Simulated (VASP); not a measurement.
Write the native input for VASP 6.6.1 that does the following.

```
Task                   : single point
Functional             : PBE
Potentials or basis    : VASP PAW PBE potentials, release 64 (V_sv)
Cutoff                 : 520 eV
k mesh                 : 6 × 6 × 6
Occupations            : gaussian, width 0.1 eV
Spin                   : collinear spin, ferromagnetic start
Starting moments       : [2.0, 2.0] μB
Dipole correction      : no
Further INCAR settings : ALGO = Fast; EDIFF = 1e-06; NBANDS = 24
```

The structure of V lies in POSCAR:

```
V
1.0
    1.6937262648      0.9778733149      2.9486237127
   -1.6937262648      0.9778733149      2.9486237127
    0.0000000000     -1.9557466298      2.9486237127
V
2
Direct
    0.2336400000      0.2336400000      0.2336400000
    0.7663600000      0.7663600000      0.7663600000
```

The input as run:

INCAR

```
SYSTEM = V
PREC = Accurate
ENCUT = 520
EDIFF = 1E-6
ISMEAR = 0
SIGMA = 0.1
LREAL = .FALSE.
LASPH = .TRUE.
NELM = 150
ALGO = Fast
ISIF = 2
LWAVE = .FALSE.
LCHARG = .FALSE.
ISPIN = 2
MAGMOM = 2 2
LORBIT = 11
LMAXMIX = 4
GGA = PE
NBANDS = 24
```

KPOINTS

```
Automatic mesh
0
G
  6 6 6
  0 0 0
```

Potentials or basis: VASP PAW PBE potentials, release 64 (V_sv).

Run with:

```sh
$ cat potpaw_PBE.64/V_sv/POTCAR > POTCAR
$ mpirun -np 1 vasp_std > vasp.out
```

It gave:

| Property | Result |
| --- | --- |
| Pressure | 3.1 GPa |
| Largest force | 3.086 eV/Å |
| Band gap on the k mesh | zero (filled and empty bands overlap) |
| Net moment | 0.00 μB per cell |
| Valence electrons inside the program's atomic spheres | V 11.79 |

Caveat: the k points lie up to 0.38 Å⁻¹ apart, too coarse for converged energies and pressures of a metal; forces of over 1 eV/Å act on the atoms, so gaps and moduli don't describe the material at rest.

Run time: 69 s on 1 thread of AMD EPYC 7R13 (shared host), peak memory 0.16 GiB.
